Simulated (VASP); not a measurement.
# AlN (P2_1/m) in VASP: further runs, part 2 of 2

VASP 6.6.1. Earlier steps stand in the parts before.

### 4 Single point, PBEsol

Contents of INCAR:

```
SYSTEM = AlN
ALGO     = Normal         ! electronic algorithm
EDIFF    = 1E-6           ! SCF threshold, eV
ENCUT    = 520            ! plane-wave cutoff, eV
GGA      = PS             ! functional
ISIF     = 2              ! what is computed and relaxed
ISMEAR   = 0              ! smearing method
LASPH    = .True.         ! aspherical terms in the spheres
LCHARG   = .False.        ! write CHGCAR
LREAL    = .False.        ! projectors in reciprocal space
LWAVE    = .False.        ! write WAVECAR
NBANDS   = 16             ! bands
NELM     = 100            ! most SCF steps
PREC     = Accurate       ! precision mode
SIGMA    = 0.05           ! smearing width, eV
```

Contents of KPOINTS:

```
k-points
0
Gamma
  12 12 6
  0 0 0
```

Contents of POSCAR:

```
AlN
1.0
    3.3121160000      0.0496817400      0.0000000000
   -1.6130323600      2.8435351300      0.0000000000
    0.0000000000      0.0000000000      4.1875630000
Al N
2 2
Direct
    0.3333333333      0.6666666667      0.7500000000
    0.6666666667      0.3333333333      0.2500000000
    0.3333333333      0.6666666667      0.2500000000
    0.6666666667      0.3333333333      0.7500000000
```

Potentials or basis: VASP PAW PBE potentials, release 64 (Al, N).

The run is started by

```bash
> cat potpaw_PBE.64/Al/POTCAR potpaw_PBE.64/N/POTCAR > POTCAR
> mpirun -np 1 vasp_std > vasp.out
```

OUTCAR:

```text
SYSTEM = AlN
   EDIFF = 1E-6
   ENCUT = 520
   GGA = PS
   ISIF = 2
   ISMEAR = 0
   LASPH = .True.
   LREAL = .False.
   NELM = 100
   PREC = Accurate

 ion  position               nearest neighbor table
   1  0.333  0.667  0.750-   4 1.89   4 1.91   4 1.94   3 2.09   3 2.09   2 2.82   2 2.82   2 2.84
                             2 2.84   2 2.85   2 2.85
   2  0.667  0.333  0.250-   3 1.89   3 1.91   3 1.94   4 2.09   4 2.09   1 2.82   1 2.82   1 2.84
                             1 2.84   1 2.85   1 2.85
   3  0.333  0.667  0.250-   2 1.89   2 1.91   2 1.94   1 2.09   1 2.09
   4  0.667  0.333  0.750-   1 1.89   1 1.91   1 1.94   2 2.09   2 2.09

  Warning from LATTYP: Monoclinic adjustment (A1->A3, A2->A1, A3->A2)!
  LATTYP: Found a simple monoclinic cell.
 ALAT       =     3.2691842147
 B/A-ratio  =     1.2809198641
 C/A-ratio  =     1.0132462335
 COS(beta)  =    -0.4803041346

  Lattice vectors:

 A1 = (  -1.6130323600,   2.8435351300,   0.0000000000)
 A2 = (   0.0000000000,   0.0000000000,   4.1875630000)
 A3 = (   3.3121160000,   0.0496817400,   0.0000000000)

Analysis of symmetry for initial positions (statically):
=====================================================================
 Subroutine PRICEL returns:
 Original cell was already a primitive cell.

 Routine SETGRP: Setting up the symmetry group for a
 simple monoclinic supercell.

 Subroutine GETGRP returns: Found  4 space group operations
 (whereof  2 operations were pure point group operations)
 out of a pool of  4 trial point group operations.

The static configuration has the point symmetry S_2 .
 The point group associated with its full space group is C_2h.

Analysis of symmetry for dynamics (positions and initial velocities):
=====================================================================
 Subroutine PRICEL returns:
 Original cell was already a primitive cell.

 Routine SETGRP: Setting up the symmetry group for a
 simple monoclinic supercell.

 Subroutine GETGRP returns: Found  4 space group operations
 (whereof  2 operations were pure point group operations)
 out of a pool of  4 trial point group operations.

The dynamic configuration has the point symmetry S_2 .
 The point group associated with its full space group is C_2h.

 Subroutine INISYM returns: Found  4 space group operations
 (whereof  2 operations are pure point group operations),
 and found     1 'primitive' translations

----------------------------------------------------------------------------------------

                                     Primitive cell

  volume of cell :      39.7745

  direct lattice vectors                    reciprocal lattice vectors
     3.312116000  0.049681740  0.000000000     0.299374432  0.169824048  0.000000000
    -1.613032360  2.843535130  0.000000000    -0.005230617  0.348707788  0.000000000
     0.000000000  0.000000000  4.187563000     0.000000000  0.000000000  0.238802377

  length of vectors
     3.312488592  3.269184215  4.187563000     0.344187823  0.348747016  0.238802377

  position of ions in fractional coordinates (direct lattice)
     0.333333333  0.666666667  0.750000000
     0.666666667  0.333333333  0.250000000
     0.333333333  0.666666667  0.250000000
     0.666666667  0.333333333  0.750000000

[... 27 lines left out ...]

 Subroutine IBZKPT returns following result:
 ===========================================

 Found    296 irreducible k-points:

 Following reciprocal coordinates:
            Coordinates               Weight
  0.000000  0.000000  0.000000      1.000000
  0.083333 -0.000000  0.000000      2.000000
  0.166667  0.000000  0.000000      2.000000
  0.250000  0.000000  0.000000      2.000000
  0.333333  0.000000  0.000000      2.000000
  0.416667 -0.000000  0.000000      2.000000
[... 16 lines left out ...]
  0.250000  0.166667  0.000000      2.000000
  0.333333  0.166667  0.000000      2.000000
 [... further k-points ...]
   k-points           NKPTS =    296   k-points in BZ     NKDIM =    296   number of bands    NBANDS=     16
   number of dos      NEDOS =    301   number of ions     NIONS =      4
   total plane-waves  NPLWV =  21504
   dimension x,y,z NGX =    28 NGY =   24 NGZ =   32
   dimension x,y,z NGXF=    56 NGYF=   48 NGZF=   64
   ions per type =               2   2
   NGX,Y,Z   is equivalent  to a cutoff of  14.05, 12.20, 12.70 a.u.
   NGXF,Y,Z  is equivalent  to a cutoff of  28.11, 24.41, 25.41 a.u.
 SYSTEM =  AlN
   PREC   = accura    normal or accurate (medium, high low for compatibility)
   ISTART =      0    job   : 0-new  1-cont  2-samecut
   ICHARG =      2    charge: 1-file 2-atom 10-const
   ISPIN  =      1    spin polarized calculation?
   LNONCOLLINEAR =      F non collinear calculations
   LSORBIT =      F    spin-orbit coupling
   LASPH  =      T    aspherical Exc in radial PAW
   ENCUT  =  520.0 eV  38.22 Ry    6.18 a.u.   6.16  6.08  7.79*2*pi/ulx,y,z
   NELM   =    100;   NELMIN=  2; NELMDL= -5     # of ELM steps
   EDIFF  = 0.1E-05   stopping-criterion for ELM
   LREAL  =      F    real-space projection
   EDIFFG = 0.1E-04   stopping-criterion for IOM
   NSW    =      0    number of steps for IOM
   IBRION =     -1    ionic relax: 0-MD 1-quasi-New 2-CG
   NFREE  =      0    steps in history (QN), initial steepest desc. (CG)
   ISIF   =      2    stress and relaxation
   ISYM   =      2    0-nonsym 1-usesym 2-fastsym
   POTIM  = 0.5000    time-step for ionic-motion
   TEBEG  =    0.0;   TEEND  =   0.0 temperature during run
   PSTRESS=    0.0 pullay stress
   NELECT =      16.0000    total number of electrons
   NUPDOWN=      -1.0000    fix difference up-down
   EMIN   =  10.00;   EMAX   =-10.00  energy-range for DOS
   EFERMI =   0.00;   METHOD = LEGACY
   ISMEAR =     0;   SIGMA  =   0.05  broadening in eV -4-tet -1-fermi 0-gaus
   EFERMI_NEDOS =   21; number of points for ismear=-14 and -15
   IALGO  =     38    algorithm
   IMIX   =      4    mixing-type and parameters
     AMIX     =   0.40;   BMIX     =  1.00
     AMIX_MAG =   1.60;   BMIX_MAG =  1.00
  volume/ion in A,a.u.               =       9.94        67.10
  Fermi-wavevector in a.u.,A,eV,Ry     =   1.208499  2.283733 19.870909  1.460471
  Thomas-Fermi vector in A             =   2.344105
   LORBIT       =      0    0 simple, 1 ext, 2 COOP (PROOUT), +10 PAW based schemes
   GGA     = PS    functional components
   LHFCALC =     F    Hartree Fock is set to
   AEXX    =    0.0000 exact exchange contribution
   IVDW    =     0    specifies the selected vdW correction
   LEPSILON=     F    determine dielectric tensor
   LRPA    =     F    only Hartree local field effects (RPA)
 non-spin polarized calculation
 Gauss-broadening in eV      SIGMA  =   0.05
  energy-cutoff  :      520.00
  volume of cell :       39.77
 maximum number of plane-waves:      1090
 NGX is ok and might be reduce to    28
   NGX = 13   NGY = 13   NGZ = 15

 number of electron      15.9999997 magnetization

 Free energy of the ion-electron system (eV)
  ---------------------------------------------------
  ext. energy  EPLUGINS =         0.00000000
  ---------------------------------------------------
  free energy    TOTEN  =       -30.91939642 eV

  energy without entropy =      -30.91939642  energy(sigma->0) =      -30.91939642

 E-fermi :   8.1374     XC(G=0): -11.3543

 val. band max:        7.8616873104   @ k =   0.0000   0.0000   0.0000
 cond. band min:      11.0428597179   @ k =   0.0000   0.0000   0.0000
 fundamental gap:      3.1811724075
 Fermi energy:         8.1373640215

 k-point     1 :       0.0000    0.0000    0.0000
  band No.  band energies     occupation
      1      -8.9057      2.00000
      2      -5.2318      2.00000
      3       0.9379      2.00000
      4       4.5208      2.00000
      5       4.6411      2.00000
      6       6.1814      2.00000
[... 433 lines left out ...]
      3       1.4335      2.00000
      4       2.9354      2.00000
      5       3.0027      2.00000
      6       3.9333      2.00000
[... 8 lines left out ...]
     15      20.2195      0.00000
     16      20.6353      0.00000

 [... further k-points ...]
[... 5 lines left out ...]
  --------------------------------------------------------------------------------------
  -------------------------------------------------------------------------------------
  Total       -0.7302822     -0.7659705     -1.0505182     -1.2328744      0.0000000      0.0000000
  in kB      -29.4168420    -30.8544184    -42.3164190    -49.6619977      0.0000000      0.0000000
  external PRESSURE =     -34.1958931 kB  Pullay stress =       0.0000000 kB

 VOLUME and BASIS-vectors are now :
 -----------------------------------------------------------------------------
  energy-cutoff  :      520.00
  volume of cell :       39.77
      direct lattice vectors                 reciprocal lattice vectors
     3.312116000  0.049681740  0.000000000     0.299374432  0.169824048  0.000000000
    -1.613032360  2.843535130  0.000000000    -0.005230617  0.348707788  0.000000000
     0.000000000  0.000000000  4.187563000     0.000000000  0.000000000  0.238802377

 POSITION                                       TOTAL-FORCE (eV/Angst)
 -----------------------------------------------------------------------------------
      0.02868      1.91225      3.14067        -0.324506      0.020087      0.000000
      1.67040      0.98097      1.04689         0.324506     -0.020087     -0.000000
      0.02868      1.91225      1.04689        -0.399965      0.020202      0.000000
      1.67040      0.98097      3.14067         0.399965     -0.020202     -0.000000
 -----------------------------------------------------------------------------------
    total drift:                                0.000000     -0.000000     -0.000000

  FREE ENERGIE OF THE ION-ELECTRON SYSTEM (eV)
  ---------------------------------------------------
  free  energy   TOTEN  =       -30.9193964220 eV

  energy  without entropy=      -30.9193964220  energy(sigma->0) =      -30.91939642
```

Run time: 2.1 min. Hardware: 1 thread of Intel Xeon 8259CL, shared host; peak memory 0.27 GiB.

What came out:

```yaml
Free_energy: -30.9194 eV
Pressure: -3.4 GPa
Largest_force: 0.400 eV/Å
Band_gap_on_the_k_mesh: 3.18 eV
```

Forces on the atoms (eV/Å):
```
Al  -0.325  0.020  0.000
Al   0.325 -0.020  0.000
N   -0.400  0.020  0.000
N    0.400 -0.020  0.000
```

Stress tensor (GPa, compression positive):
```
-2.94 -4.97  0.00
-4.97 -3.09  0.00
 0.00  0.00 -4.23
```

Caveat: the cell stands under tension; the PAW data sets were made with another functional, which shifts forces and pressure a little. A k mesh can miss the band edges.

### 5 Overview

| cell | gap on the mesh (eV) | pressure (GPa) | largest force (eV/Å) |
| --- | --- | --- | --- |
| a = 3.312, b = 3.298, c = 4.188 Å, angles 90.0, 90.0, 119.6°, 4 atoms | 3.19 | -3.5 | 0.13 |
| a = 3.312, b = 3.283, c = 4.188 Å, angles 90.0, 90.0, 119.1°, 4 atoms | 3.19 | -3.5 | 0.27 |
| a = 3.312, b = 3.269, c = 4.188 Å, angles 90.0, 90.0, 118.7°, 4 atoms | 3.18 | -3.4 | 0.40 |

Alike in all rows: task single point; level PBEsol; potentials or basis VASP PAW PBE potentials, release 64 (Al, N); no spin polarisation; k mesh 12 × 12 × 6; cutoff (eV) 520; smearing gaussian 0.05 eV.

Caveats: the cell stands under tension; the PAW data sets were made with another functional, which shifts forces and pressure a little.

Total energies depend on the potentials used, so only differences within one code and one set of settings carry meaning.
